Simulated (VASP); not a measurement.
# SiC: single point with PBE

Crystal: SiC.

```
CELL_PARAMETERS angstrom
0.00000 2.29436 2.29436
2.29436 0.00000 2.29436
2.22247 2.22247 0.07189
ATOMIC_POSITIONS crystal
Si 0.00000 0.00000 0.00000
C 0.75000 0.75000 0.75000
```

```
Program                : VASP 6.6.1
Task                   : single point
Functional             : PBE
Potentials or basis    : VASP PAW PBE potentials, release 64 (Si, C)
Cutoff                 : 520 eV
k mesh                 : 12 × 12 × 12
Occupations            : gaussian, width 0.05 eV
Spin                   : no spin polarisation
Dipole correction      : no
Further INCAR settings : ALGO = Normal; EDIFF = 1e-07; NBANDS = 11
```

* Pressure: -15.7 GPa
* Largest force: 0.286 eV/Å
* Band gap on the k mesh: 1.29 eV, indirect (least direct gap 4.15 eV)

Forces in eV/Å, atoms in the order of the input:
```
Si  -0.165 -0.165  0.165
C    0.165  0.165 -0.165
```

Stress tensor (GPa, compression positive):
```
-15.67   6.81  -6.81
  6.81 -15.67  -6.81
 -6.81  -6.81 -15.67
```

Levels at points of the mesh, in eV from the valence-band top:
```
           k point  band 2  band 3  band 4  band 5  band 6  band 7
(0.00, 0.00, 0.00)   -0.18   -0.18    0.00    4.63    6.17    6.17
(0.50, 0.00, 0.00)   -8.10   -1.05   -1.05    4.55    6.49    7.16
(0.50, 0.50, 0.00)   -7.58   -3.31   -2.85    1.29    3.91   12.41
(0.00, 0.00, 0.50)   -8.03   -1.38   -1.38    3.76    6.35    6.35
```

Run time: 15 s on 1 thread of Intel(R) Xeon(R) Platinum 8559C (Emerald Rapids) (shared host), peak memory 0.16 GiB.

A k mesh can miss the band edges.
